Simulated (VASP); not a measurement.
# NaF in VASP: notebook, part 3 of 3

VASP 6.6.1.

**5. Single point, PBE**

This run uses another cell than the first one, of 12.12 Å³/atom, 0.962 times its volume.

Input file INCAR:

```
ALGO = Normal
EDIFF = 1E-6
ENCUT = 520
GGA = PE
ISIF = 2
ISMEAR = -1
LASPH = True
LCHARG = False
LREAL = False
LWAVE = False
NBANDS = 14
NELM = 60
PREC = Accurate
SIGMA = 0.02
```

Input file KPOINTS:

```
k-points
0
Gamma
  10 10 10
```

Input file POSCAR:

```
NaF
1.0
    0.0000000000      2.2971680842      2.2971680842
    2.2971680842      0.0000000000      2.2971680842
    2.2971680842      2.2971680842      0.0000000000
Na F
1 1
Direct
    0.0000000000      0.0000000000      0.0000000000
    0.5000000000      0.5000000000      0.5000000000
```

Potentials or basis: VASP PAW PBE potentials, release 64 (Na_pv, F).

Command:

```console
cat potpaw_PBE.64/Na_pv/POTCAR potpaw_PBE.64/F/POTCAR > POTCAR
mpirun -np 1 vasp_std > vasp.out
```

OUTCAR:

```text
EDIFF = 1E-6
   ENCUT = 520
   GGA = PE
   ISIF = 2
   ISMEAR = -1
   LASPH = True
   LREAL = False
   NELM = 60
   PREC = Accurate

 ion  position               nearest neighbor table
   1  0.000  0.000  0.000-   2 2.30   2 2.30   2 2.30   2 2.30   2 2.30   2 2.30
   2  0.500  0.500  0.500-   1 2.30   1 2.30   1 2.30   1 2.30   1 2.30   1 2.30

  LATTYP: Found a face centered cubic cell.
 ALAT       =     4.5943361684

  Lattice vectors:

 A1 = (   0.0000000000,   2.2971680842,   2.2971680842)
 A2 = (   2.2971680842,   0.0000000000,   2.2971680842)
 A3 = (   2.2971680842,   2.2971680842,   0.0000000000)

Analysis of symmetry for initial positions (statically):
=====================================================================
 Subroutine PRICEL returns:
 Original cell was already a primitive cell.

 Routine SETGRP: Setting up the symmetry group for a
 face centered cubic supercell.

 Subroutine GETGRP returns: Found 48 space group operations
 (whereof 48 operations were pure point group operations)
 out of a pool of 48 trial point group operations.

The static configuration has the point symmetry O_h .

Analysis of symmetry for dynamics (positions and initial velocities):
=====================================================================
 Subroutine PRICEL returns:
 Original cell was already a primitive cell.

 Routine SETGRP: Setting up the symmetry group for a
 face centered cubic supercell.

 Subroutine GETGRP returns: Found 48 space group operations
 (whereof 48 operations were pure point group operations)
 out of a pool of 48 trial point group operations.

The dynamic configuration has the point symmetry O_h .

 Subroutine INISYM returns: Found 48 space group operations
 (whereof 48 operations are pure point group operations),
 and found     1 'primitive' translations

----------------------------------------------------------------------------------------

                                     Primitive cell

  volume of cell :      24.2442

  direct lattice vectors                    reciprocal lattice vectors
     0.000000000  2.297168084  2.297168084    -0.217659301  0.217659301  0.217659301
     2.297168084  0.000000000  2.297168084     0.217659301 -0.217659301  0.217659301
     2.297168084  2.297168084  0.000000000     0.217659301  0.217659301 -0.217659301

  length of vectors
     3.248686260  3.248686260  3.248686260     0.376996968  0.376996968  0.376996968

  position of ions in fractional coordinates (direct lattice)
     0.000000000  0.000000000  0.000000000
     0.500000000  0.500000000  0.500000000

  ion indices of the primitive-cell ions
   primitive index   ion index
                 1           1
                 2           2

----------------------------------------------------------------------------------------

 KPOINTS: k-points

Automatic generation of k-mesh.
 Grid dimensions read from file:
 generate k-points for:   10   10   10

 Generating k-lattice:

  Cartesian coordinates                     Fractional coordinates (reciprocal lattice)
    -0.021765930  0.021765930  0.021765930     0.100000000  0.000000000  0.000000000
     0.021765930 -0.021765930  0.021765930     0.000000000  0.100000000  0.000000000
     0.021765930  0.021765930 -0.021765930     0.000000000  0.000000000  0.100000000

  Length of vectors
     0.037699697  0.037699697  0.037699697

  Shift w.r.t. Gamma in fractional coordinates (k-lattice)
     0.000000000  0.000000000  0.000000000

 Subroutine IBZKPT returns following result:
 ===========================================

 Found     47 irreducible k-points:

 Following reciprocal coordinates:
            Coordinates               Weight
  0.000000  0.000000  0.000000      1.000000
  0.100000  0.000000  0.000000      8.000000
  0.200000  0.000000  0.000000      8.000000
  0.300000  0.000000  0.000000      8.000000
  0.400000  0.000000  0.000000      8.000000
  0.500000  0.000000  0.000000      4.000000
[... 16 lines left out ...]
  0.300000  0.300000  0.000000      6.000000
  0.400000  0.300000  0.000000     24.000000
 [... further k-points ...]
   k-points           NKPTS =     47   k-points in BZ     NKDIM =     47   number of bands    NBANDS=     14
   number of dos      NEDOS =    301   number of ions     NIONS =      2
   total plane-waves  NPLWV =  13824
   dimension x,y,z NGX =    24 NGY =   24 NGZ =   24
   dimension x,y,z NGXF=    48 NGYF=   48 NGZF=   48
   ions per type =               1   1
   NGX,Y,Z   is equivalent  to a cutoff of  12.28, 12.28, 12.28 a.u.
   NGXF,Y,Z  is equivalent  to a cutoff of  24.56, 24.56, 24.56 a.u.
 SYSTEM =  unknown system
   PREC   = accura    normal or accurate (medium, high low for compatibility)
   ISTART =      0    job   : 0-new  1-cont  2-samecut
   ICHARG =      2    charge: 1-file 2-atom 10-const
   ISPIN  =      1    spin polarized calculation?
   LNONCOLLINEAR =      F non collinear calculations
   LSORBIT =      F    spin-orbit coupling
   LASPH  =      T    aspherical Exc in radial PAW
   ENCUT  =  520.0 eV  38.22 Ry    6.18 a.u.   6.04  6.04  6.04*2*pi/ulx,y,z
   NELM   =     60;   NELMIN=  2; NELMDL= -5     # of ELM steps
   EDIFF  = 0.1E-05   stopping-criterion for ELM
   LREAL  =      F    real-space projection
   EDIFFG = 0.1E-04   stopping-criterion for IOM
   NSW    =      0    number of steps for IOM
   IBRION =     -1    ionic relax: 0-MD 1-quasi-New 2-CG
   NFREE  =      0    steps in history (QN), initial steepest desc. (CG)
   ISIF   =      2    stress and relaxation
   ISYM   =      2    0-nonsym 1-usesym 2-fastsym
   POTIM  = 0.5000    time-step for ionic-motion
   TEBEG  =    0.0;   TEEND  =   0.0 temperature during run
   PSTRESS=    0.0 pullay stress
   NELECT =      14.0000    total number of electrons
   NUPDOWN=      -1.0000    fix difference up-down
   EMIN   =  10.00;   EMAX   =-10.00  energy-range for DOS
   EFERMI =   0.00;   METHOD = LEGACY
   ISMEAR =    -1;   SIGMA  =   0.02  broadening in eV -4-tet -1-fermi 0-gaus
   EFERMI_NEDOS =   21; number of points for ismear=-14 and -15
   IALGO  =     38    algorithm
   IMIX   =      4    mixing-type and parameters
     AMIX     =   0.40;   BMIX     =  1.00
     AMIX_MAG =   1.60;   BMIX_MAG =  1.00
  volume/ion in A,a.u.               =      12.12        81.80
  Fermi-wavevector in a.u.,A,eV,Ry     =   1.363269  2.576204 25.286442  1.858501
  Thomas-Fermi vector in A             =   2.489686
   LORBIT       =      0    0 simple, 1 ext, 2 COOP (PROOUT), +10 PAW based schemes
   GGA     = PE    functional components
   LHFCALC =     F    Hartree Fock is set to
   AEXX    =    0.0000 exact exchange contribution
   IVDW    =     0    specifies the selected vdW correction
   LEPSILON=     F    determine dielectric tensor
   LRPA    =     F    only Hartree local field effects (RPA)
 non-spin polarized calculation
  energy-cutoff  :      520.00
  volume of cell :       24.24
 maximum number of plane-waves:       666
   NGX = 13   NGY = 13   NGZ = 13

 number of electron      13.9999992 magnetization

 Free energy of the ion-electron system (eV)
  ---------------------------------------------------
  ext. energy  EPLUGINS =         0.00000000
  ---------------------------------------------------
  free energy    TOTEN  =        -8.54952991 eV

  energy without entropy =       -8.54952991  energy(sigma->0) =       -8.54952991

 E-fermi :  -1.4797     XC(G=0):  -9.2791

 val. band max:       -1.9696236328   @ k =   0.0000   0.0000   0.0000
 cond. band min:       4.4710297758   @ k =   0.0000   0.0000   0.0000
 fundamental gap:      6.4406534086
 Fermi energy:        -1.4797377108

 k-point     1 :       0.0000    0.0000    0.0000
  band No.  band energies     occupation
      1     -21.1875      2.00000
      2     -20.8402      2.00000
      3     -20.8402      2.00000
      4     -20.8402      2.00000
      5      -1.9696      2.00000
      6      -1.9696      2.00000
      7      -1.9696      2.00000
      8       4.4710      0.00000
      9      17.1916      0.00000
     10      17.1916      0.00000
     11      17.1917      0.00000
     12      20.1069      0.00000
     13      22.3139      0.00000
     14      22.3139      0.00000
[... 375 lines left out ...]
 k-point    24 :       0.4000    0.3000    0.0000
  band No.  band energies     occupation
      1     -21.4138      2.00000
      2     -20.8924      2.00000
      3     -20.8836      2.00000
      4     -20.4836      2.00000
      5      -3.1823      2.00000
      6      -2.3647      2.00000
      7      -2.3069      2.00000
      8       8.8024      0.00000
      9      11.9916      0.00000
     10      15.0383      0.00000
     11      17.9426      0.00000
     12      17.9897      0.00000
     13      23.8365      0.00000
     14      24.9955      0.00000

 [... further k-points ...]
[... 5 lines left out ...]
  --------------------------------------------------------------------------------------
  -------------------------------------------------------------------------------------
  Total        0.5298266      0.5298266      0.5298266      0.0000000      0.0000000     -0.0000000
  in kB       35.0135424     35.0135424     35.0135424      0.0000000      0.0000000     -0.0000000
  external PRESSURE =      35.0135424 kB  Pullay stress =       0.0000000 kB

 VOLUME and BASIS-vectors are now :
 -----------------------------------------------------------------------------
  energy-cutoff  :      520.00
  volume of cell :       24.24
      direct lattice vectors                 reciprocal lattice vectors
     0.000000000  2.297168084  2.297168084    -0.217659301  0.217659301  0.217659301
     2.297168084  0.000000000  2.297168084     0.217659301 -0.217659301  0.217659301
     2.297168084  2.297168084  0.000000000     0.217659301  0.217659301 -0.217659301

 POSITION                                       TOTAL-FORCE (eV/Angst)
 -----------------------------------------------------------------------------------
      0.00000      0.00000      0.00000        -0.000000      0.000000     -0.000000
      2.29717      2.29717      2.29717         0.000000     -0.000000      0.000000
 -----------------------------------------------------------------------------------
    total drift:                                0.000000     -0.000000      0.000000

  FREE ENERGIE OF THE ION-ELECTRON SYSTEM (eV)
  ---------------------------------------------------
  free  energy   TOTEN  =        -8.5495299139 eV

  energy  without entropy=       -8.5495299139  energy(sigma->0) =       -8.54952991
```

OSZICAR:

```text
N       E                     dE             d eps       ncg     rms          rms(c)
DAV:   1     0.111246192309E+03    0.11125E+03   -0.78425E+03  1340   0.123E+03
DAV:   2    -0.397055130414E+01   -0.11522E+03   -0.10679E+03  1448   0.347E+02
DAV:   3    -0.939697151747E+01   -0.54264E+01   -0.54173E+01  1652   0.693E+01
DAV:   4    -0.944130296134E+01   -0.44331E-01   -0.44330E-01  1448   0.666E+00
DAV:   5    -0.944175657263E+01   -0.45361E-03   -0.45361E-03  1658   0.665E-01    0.543E+00
DAV:   6    -0.855693127662E+01    0.88483E+00   -0.30395E+00  1572   0.150E+01    0.180E+00
DAV:   7    -0.854758276809E+01    0.93485E-02   -0.29139E-02  1394   0.204E+00    0.105E+00
DAV:   8    -0.854899916118E+01   -0.14164E-02   -0.27567E-02  1406   0.323E+00    0.145E-01
DAV:   9    -0.854959629301E+01   -0.59713E-03   -0.38265E-03  1628   0.580E-01    0.111E-01
DAV:  10    -0.854953172013E+01    0.64573E-04   -0.66156E-04  1418   0.312E-01    0.157E-02
DAV:  11    -0.854952960939E+01    0.21107E-05   -0.22676E-05  1562   0.618E-02    0.222E-03
DAV:  12    -0.854952991390E+01   -0.30451E-06   -0.11929E-06  1436   0.116E-02
   1 F= -.85495299E+01 E0= -.85495299E+01  d E =-.244251E-12
```

stdout:

```text
POSCAR found type information on POSCAR NaF
 POSCAR found :  2 types and       2 ions
 scaLAPACK will be used
 LDA part: xc-table for (Slater+PW92), standard interpolation
 POSCAR, INCAR and KPOINTS ok, starting setup
 FFT: planning ... GRIDC
 FFT: planning ... GRID_SOFT
 FFT: planning ... GRID
 WAVECAR not read
 entering main loop
```

Wall time 7.8 s (1 thread of Intel Xeon Platinum 8259CL at 2.50GHz (Skylake/Cascade Lake), shared host); peak memory 0.14 GiB.

Results:

```yaml
Free_energy: -8.5495 eV
Pressure: 3.5 GPa
Band_gap_on_the_k_mesh: 6.44 eV, direct
```

**6. Single point, r2SCAN (strain -2.0%)**

Input file POSCAR:

```
NaF
1.0
    0.0000000000      2.2512247225      2.2512247225
    2.2512247225      0.0000000000      2.2512247225
    2.2512247225      2.2512247225      0.0000000000
Na F
1 1
Direct
    0.0000000000      0.0000000000      0.0000000000
    0.5000000000      0.5000000000      0.5000000000
```

Input file INCAR.step1:

```
SYSTEM = NaF
PREC     = Accurate       ! precision mode
ENCUT    = 520            ! plane-wave cutoff, eV
ISMEAR   = 0              ! smearing method
SIGMA    = 0.01           ! smearing width, eV
LREAL    = .False.        ! projectors in reciprocal space
LASPH    = .True.         ! aspherical terms in the spheres
NELM     = 80             ! most SCF steps
NBANDS   = 14             ! bands
GGA      = PE             ! functional
ALGO     = Normal         ! electronic algorithm
EDIFF    = 1E-4           ! SCF threshold, eV
LWAVE    = .True.         ! write WAVECAR
LCHARG   = .False.        ! write CHGCAR
```

Input file INCAR.step2:

```
SYSTEM = NaF
PREC     = Accurate       ! precision mode
ENCUT    = 520            ! plane-wave cutoff, eV
EDIFF    = 1E-6           ! SCF threshold, eV
ISMEAR   = 0              ! smearing method
SIGMA    = 0.01           ! smearing width, eV
LREAL    = .False.        ! projectors in reciprocal space
LASPH    = .True.         ! aspherical terms in the spheres
NELM     = 80             ! most SCF steps
ALGO     = Normal         ! electronic algorithm
ISIF     = 2              ! what is computed and relaxed
LWAVE    = .False.        ! write WAVECAR
LCHARG   = .True.         ! write CHGCAR
METAGGA  = R2SCAN         ! meta-GGA
LMIXTAU  = .True.       
LELF     = .True.         ! ELF
LVHAR    = .True.       
NBANDS   = 14             ! bands
ISTART   = 1
```

Input file KPOINTS:

```
regular mesh
0
Gamma
  10 10 10
  0 0 0
```

Potentials or basis: VASP PAW PBE potentials, release 64 (Na_pv, F).

Command:

```console
cat potpaw_PBE.64/Na_pv/POTCAR potpaw_PBE.64/F/POTCAR > POTCAR
cp INCAR.step1 INCAR
mpirun -np 1 vasp_std > vasp.out
cp INCAR.step2 INCAR
mpirun -np 1 vasp_std > vasp.out
```

Run time: 38 s. Hardware: 1 thread of Intel Xeon Platinum 8259CL at 2.50GHz (Skylake/Cascade Lake), shared host; peak memory 0.14 GiB.

It converged, with:

```yaml
Free_energy: -12.5927 eV
Pressure: 3.1 GPa
Band_gap_on_the_k_mesh: 7.69 eV, direct
```

Levels at points of the mesh, in eV from the valence-band top:
```tsv
k point	band 3	band 4	band 5	band 6	band 7	band 8	band 9	band 10	band 11	band 12
(0.00, 0.00, 0.00)	-19.24	-19.24	0.00	0.00	0.00	7.69	20.41	20.41	20.41	23.28
(0.50, 0.00, 0.00)	-19.26	-18.69	-1.75	-0.31	-0.31	12.20	14.19	22.39	22.40	24.97
(0.50, 0.50, 0.00)	-19.31	-19.31	-1.40	-0.45	-0.45	14.22	14.84	15.75	22.31	22.31
```

Caveat: the cell differs from its parent crystal (strain -2.0%); the PAW data sets were made with another functional, which shifts forces and pressure a little. A k mesh can miss the band edges.

**7. Summary**

```tsv
level	cell	k mesh	smearing	gap on the mesh (eV)	pressure (GPa)
PBE	a = 3.249, b = 3.314, c = 3.314 Å, angles 58.7, 60.7, 60.7°, 2 atoms	6 × 6 × 6	gaussian 0.01 eV	6.22	1.5
PBE	a = 3.184 Å, angles 60.0°, 2 atoms	10 × 10 × 10	fermi-dirac 0.02 eV	6.79	7.8
PBE	a = 3.249, b = 3.249, c = 3.289 Å, angles 59.6, 59.6, 59.2°, 2 atoms	6 × 6 × 6	gaussian 0.01 eV	6.40	3.5
PBE	a = 3.249 Å, angles 60.0°, 2 atoms	10 × 10 × 10	fermi-dirac 0.02 eV	6.44	3.5
r2SCAN	a = 3.184 Å, angles 60.0°, 2 atoms	10 × 10 × 10	gaussian 0.01 eV	7.69	3.1
```

Alike in all rows: task single point; potentials or basis VASP PAW PBE potentials, release 64 (Na_pv, F); no spin polarisation; cutoff (eV) 520.

Caveats: the PAW data sets were made with another functional, which shifts forces and pressure a little (some runs).

Absolute energies hang on the potentials; compare differences alone.
